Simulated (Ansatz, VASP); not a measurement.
One calculation of CoSi, two programs

Contents of INCAR:

```
SYSTEM = CoSi
PREC     = Accurate       ! precision mode
ENCUT    = 520            ! plane-wave cutoff, eV
EDIFF    = 1E-7           ! SCF threshold, eV
ISMEAR   = -1             ! smearing method
SIGMA    = 0.03           ! smearing width, eV
LREAL    = .False.        ! projectors in reciprocal space
LASPH    = .True.         ! aspherical terms in the spheres
NELM     = 150            ! most SCF steps
ALGO     = Normal         ! electronic algorithm
ISIF     = 2              ! what is computed and relaxed
LWAVE    = .False.        ! write WAVECAR
LCHARG   = .True.         ! write CHGCAR
ISPIN    = 2              ! spin polarisation
MAGMOM   = 2 0            ! initial moments
LORBIT   = 11             ! projections on sites
LMAXMIX  = 4              ! l up to which the mixer works
GGA      = PE             ! functional
LELF     = .True.         ! ELF
LVHAR    = .True.       
NBANDS   = 18             ! bands
```

File KPOINTS:

```
Automatic mesh
0
Gamma
  14 14 14
  0 0 0
```

POSCAR

```
CoSi
1.0
    2.9390962855      0.0000000000      0.0000000000
    0.0000000000      2.9390962855      0.0000000000
    0.0000000000      0.0000000000      2.9390962855
Co Si
1 1
Direct
    0.0000000000      0.0000000000      0.0000000000
    0.5000000000      0.5000000000      0.5000000000
```

Input for Ansatz:

```yaml
crystal:
  lattice:
    - [2.9390962855, 0.0, 0.0]
    - [0.0, 2.9390962855, 0.0]
    - [0.0, 0.0, 2.9390962855]
  atoms:
    - { symbol: Co, position: [0.0, 0.0, 0.0], spin: 2.0 }
    - { symbol: Si, position: [0.5, 0.5, 0.5] }
magnetization:
  spin_polarized: true
kpoints:
  mp_grid: { grid: [14, 14, 14] }
scf:
  occupations: { method: fermi_dirac, width: 0.03 }
  lower_state_search: "off"
hamiltonian:
  xc: pbe
  pseudopotentials: { kind: paw }
output:
  forces: true
  stress: true
  eigenvalues: true
  populations: true
```

Change from the starting cell: volume scaled by 1.18, PAW files.

Alike in both runs: task single point; functional PBE; k mesh 14 × 14 × 14; occupations fermi-dirac, width 0.03 eV; collinear spin.

```csv
,VASP,Ansatz
version,VASP 6.6.1,Ansatz 0.2.0
potentials or method,"VASP PAW PBE potentials, release 64 (Co, Si)","PAW with Ansatz's default frozen-core files, scalar-relativistic"
plane-wave cutoff (eV),520,420
valence electrons in the cell,13,21
```

|  | VASP | Ansatz | Ansatz less VASP |
| --- | --- | --- | --- |
| pressure (GPa) | -22.3 | -22.3 | +0.08 |
| net moment per atom (μB) | 0.40 | 0.40 | +0.009 |
| size of the moment on the site where the two differ most (μB) | 0.81 | 0.84 | +0.030 |

Site moments also hang on the region over which each program counts them. VASP's potentials hold 13 valence electrons a cell and Ansatz's 21, so a difference there can come from the potentials and not from the codes.
